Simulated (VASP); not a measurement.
Write the native input for VASP 6.6.1 that does the following.

| Item | Value |
| --- | --- |
| Task | single point |
| Functional | PBE |
| Dispersion | D3(BJ) |
| Potentials or basis | VASP PAW PBE potentials, release 64 (Cu, Cl, H) |
| Cutoff | 520 eV |
| k mesh | 2 × 3 × 1 |
| Occupations | fermi-dirac, width 0.15 eV |
| Spin | no spin polarisation |
| Dipole correction | no |
| Further INCAR settings | LREAL = Auto; ALGO = Normal; EDIFF = 1e-06; NBANDS = 107 |

The structure of Cu16HCl lies in POSCAR:

```
Cu16HCl
1.0
    7.2200000000      0.0000000000      0.0000000000
    0.0000000000      5.1053110000      0.0000000000
    0.0000000000      0.0000000000     16.8289830000
Cu Cl H
16 1 1
Direct
    0.2500000000      0.2500000000      0.0594213000
    0.7500000000      0.2500000000      0.0594213000
    0.2500000000      0.7500000000      0.0594213000
    0.7500000000      0.7500000000      0.0594213000
    0.0000807931      0.0005971967      0.1257362736
    0.4991706613     -0.0002148535      0.1257536715
   -0.0004001617      0.4998300594      0.1287253747
    0.4990295712      0.5003989353      0.1255924288
    0.2496002013      0.2509515645      0.2101070432
    0.7453304703      0.2499980005      0.2088554573
    0.2500312078      0.7496219922      0.2099556133
    0.7442292032      0.7506872354      0.2092180127
   -0.0044324008     -0.0010059529      0.2731695136
    0.4971200826      0.0018766580      0.2781120977
   -0.0087824551      0.5018967639      0.2779663729
    0.4988418417      0.4991359987      0.2777932886
    1.1004861396      0.4291209538      0.4187453006
    1.2525773989      0.3782810413      0.3760892882
```

One way to write it, as run:

INCAR

```
  PREC = Accurate
  ENCUT = 520
  EDIFF = 1E-6
  ISMEAR = -1
  SIGMA = 0.15
  LREAL = Auto
  LASPH = True
  NELM = 80
  ALGO = Normal
  ISIF = 2
  LWAVE = False
  LCHARG = True
  GGA = PE
  IVDW = 12
  LELF = True
  LVHAR = True
  NBANDS = 107
```

KPOINTS

```
regular mesh
0
Gamma
  2 3 1
```

Potentials or basis: VASP PAW PBE potentials, release 64 (Cu, Cl, H).

Run with:

```console
$ cat potpaw_PBE.64/Cu/POTCAR potpaw_PBE.64/Cl/POTCAR potpaw_PBE.64/H/POTCAR > POTCAR
$ mpirun -np 1 vasp_std > vasp.out
```

Results of the run:

```
Largest force              : 0.172 eV/Å
Band gap on the k mesh     : zero (bands 92 and 93 overlap by 0.24 eV)
Dispersion energy per atom : -0.322 eV
```

Caveat: the k points lie up to 0.44 Å⁻¹ apart; there is no dipole correction, which matters where the two faces differ.

Wall time 13 min on 1 thread of Intel(R) Xeon(R) Platinum 8488C (Sapphire Rapids), with other jobs on the host, peak memory 0.66 GiB.
